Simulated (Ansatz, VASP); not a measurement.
## One calculation of VN, two programs

The input INCAR:

```
PREC = Accurate ; ENCUT = 520
EDIFF = 1E-7 ; ISMEAR = -1
SIGMA = 0.05 ; LREAL = False
LASPH = True ; NELM = 200
ALGO = Normal ; ISIF = 2
LWAVE = False ; LCHARG = False
ISPIN = 2 ; MAGMOM = 2 0
LORBIT = 11 ; LMAXMIX = 4
GGA = PE ; IBRION = 2
NSW = 80 ; EDIFFG = -0.02
GGA_COMPAT = False ; NELMIN = 4
KPAR = 4
```

File KPOINTS:

```
regular mesh
0
Gamma
  19 19 19
```

POSCAR

```
VN
1.0
    0.0000000000      2.1044808655      2.1044808655
    2.1044808655      0.0000000000      2.1044808655
    2.1044808655      2.1044808655      0.0000000000
V N
1 1
Direct
    0.0000000000      0.0000000000      0.0000000000
    0.5000000000      0.5000000000      0.5000000000
```

Input for Ansatz:

```yaml
crystal:
  lattice:
    - [0.0, 2.1044808655, 2.1044808655]
    - [2.1044808655, 0.0, 2.1044808655]
    - [2.1044808655, 2.1044808655, 0.0]
  atoms:
    - { symbol: V, position: [0.0, 0.0, 0.0], spin: 2.0 }
    - { symbol: "N", position: [0.5, 0.5, 0.5] }
magnetization:
  spin_polarized: true
kpoints:
  mp_grid: { grid: [19, 19, 19] }
scf:
  occupations: { method: fermi_dirac, width: 0.05 }
hamiltonian:
  xc: pbe
  pseudopotentials: { kind: paw }
output:
  forces: true
  stress: true
  populations: true
  efg:
    quadrupole_moments_barn: { V: -0.052, "N": 0.02044 }
    contact_densities: true
relax:
  f_tol: 0.02
  max_steps: 60
```

Change from the starting cell: volume scaled by 1.06, ions relaxed.

Alike in both runs: task relaxation of the atoms; functional PBE; k mesh 19 × 19 × 19; occupations fermi-dirac, width 0.05 eV; collinear spin.

|  | VASP | Ansatz |
| --- | --- | --- |
| version | VASP 6.6.1 | Ansatz 0.2.0 |
| potentials or method | VASP PAW PBE potentials, release 64 (V_sv, N) | plane-wave PAW, scalar-relativistic |
| plane-wave cutoff (eV) | 520 | 420 |
| valence electrons in the cell | 18 | 18 |

|  | VASP | Ansatz | Ansatz less VASP |
| --- | --- | --- | --- |
| net moment per atom (μB) | 0.00 | 0.00 | 0.000 |

Ansatz's warnings: seeded moment not kept, stress scf threshold loose.

Noted on VASP's run: the relaxation stopped at its first step, so nothing moved.
